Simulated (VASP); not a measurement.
Here is a VASP 6.6.1 calculation.

Contents of INCAR:

```
SYSTEM = MgO
ALGO = Normal ; EDIFF = 1E-6
ENCUT = 520 ; GGA = CA
ISIF = 2 ; ISMEAR = 0
LASPH = .True. ; LCHARG = .False.
LREAL = .False. ; LWAVE = .False.
NBANDS = 36 ; NELM = 100
PREC = Accurate ; SIGMA = 0.05
```

Contents of KPOINTS:

```
k-points
0
Gamma
  4 4 4
  0 0 0
```

File POSCAR:

```
MgO
1.0
    5.5230736673      0.0000000000      0.0000000000
    0.0000000000      5.5230736673      0.0000000000
    0.0000000000      0.0000000000      5.5230736673
Mg O
6 6
Direct
    0.2500000000     -0.0158336010      0.5000000000
    0.0000000000      0.5158336010      0.2500000000
    0.5000000000      0.7500000000      0.0000000000
    0.7500000000     -0.0158336010      0.5000000000
    0.0000000000      0.5158336010      0.7500000000
    0.5000000000      0.2500000000      0.0000000000
    0.2500000000      0.4904421822      0.0000000000
    0.5000000000      0.0095578178      0.2500000000
    0.0000000000      0.7500000000      0.5000000000
    0.7500000000      0.4904421822      0.0000000000
    0.5000000000      0.0095578178      0.7500000000
    0.0000000000      0.2500000000      0.5000000000
```

Potentials or basis: VASP PAW LDA potentials, release 64 (Mg, O).

The run is started by

```console
$ cat potpaw_LDA.64/Mg/POTCAR potpaw_LDA.64/O/POTCAR > POTCAR
$ mpirun -np 1 vasp_std > vasp.out
```

Task: Predict the pressure.

Result: -0.4 GPa.

Task: Estimate the largest force.

Result: 1.619 eV/Å.

Forces on the atoms (eV/Å):
```
Mg   0.187  1.608  0.000
Mg   0.000 -1.608 -0.187
Mg   0.000  0.000  0.000
Mg  -0.187  1.608  0.000
Mg   0.000 -1.608  0.187
Mg   0.000  0.000  0.000
O   -0.099  1.082  0.000
O    0.000 -1.082  0.099
O    0.000  0.000  0.000
O    0.099  1.082  0.000
O    0.000 -1.082 -0.099
O    0.000  0.000  0.000
```

Caveat: the cell differs from its parent crystal (atoms displaced along a vibrational mode); forces of over 1 eV/Å act on the atoms, so gaps and moduli don't describe the material at rest.
